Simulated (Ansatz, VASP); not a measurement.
**MgO: VASP beside Ansatz**

```xyz
2
Lattice="0.0000 2.1022 2.1022 2.1022 0.0000 2.1022 2.1022 2.1022 0.0000" Properties=species:S:1:pos:R:3 pbc="T T T"
Mg    0.0000    0.0000    0.0000
O     2.1022    2.1022    2.1022
```

Alike in both runs: functional r2SCAN; k mesh 10 × 10 × 10; occupations gaussian, width 0.02 eV; no spin polarisation.

Ansatz relaxed the structure, and its values are those at the end. VASP's run is a single point on that final structure, the one shown.

```csv
,VASP,Ansatz
version,VASP 6.6.1,Ansatz 0.2.0
potentials or method,"VASP PAW PBE potentials, release 64 (Mg_sv, O), cutoff 660 eV","scalar-relativistic, plane waves, PAW"
valence electrons in the cell,16,16
```

VASP gave:

* gap on the k mesh at the Fermi level (eV): 5.71
* least direct gap on the mesh (eV): 5.71
* pressure (GPa): -0.2

Task: Estimate Ansatz's values.

Result: gap on the k mesh at the Fermi level (eV): 5.68; least direct gap on the mesh (eV): 5.68; pressure (GPa): 0.0.

VASP's potentials were made for PBE, not for r2SCAN. The functional is the same, so the differences come from potentials, cutoffs and numerics.
